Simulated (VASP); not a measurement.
A run of VASP 6.6.1 is set up as follows.

Contents of INCAR:

```
PREC = Accurate
ENCUT = 600
EDIFF = 1E-6
ISMEAR = -1
SIGMA = 0.1
LREAL = False
LASPH = True
NELM = 80
ALGO = Normal
ISIF = 3
LWAVE = False
LCHARG = False
GGA = PS
IVDW = 13
IBRION = 2
NSW = 80
EDIFFG = -0.03
```

File KPOINTS:

```
Automatic mesh
0
Gamma
  8 8 8
```

The input POSCAR:

```
Hf
1.0
    2.9100000000      0.0000000000      0.0000000000
    0.0000000000      2.9100000000      0.0000000000
    0.0000000000      0.0000000000      2.9100000000
Hf
1
Direct
    0.0000000000      0.0000000000      0.0000000000
```

Potentials or basis: VASP PAW PBE potentials, release 64 (Hf_pv).

Run with:

```console
$ cat potpaw_PBE.64/Hf_pv/POTCAR > POTCAR
$ mpirun -np 1 vasp_std > vasp.out
```

Predict the relaxed volume.

23.46 Å³/atom.

What does it give for the relaxed cell?

a = 2.863 Å, b = 2.863 Å, c = 2.863 Å, α = 90.00°, β = 90.00°, γ = 90.00°.

What does it give for the dispersion energy per atom?

-0.117 eV.

Step by step:
```
step  energy change (eV)  largest force (eV/Å)  pressure (GPa)  volume (Å³)
   1              0.0000                0.0000           -3.66        24.64
   2             -0.0073                0.0000            2.85        22.69
   3             -0.0140                0.0000           -0.01        23.46
```

Caveat: the PAW data sets were made with another functional, which shifts forces and pressure a little; pairwise dispersion overbinds metals, which lowers pressure and volume.
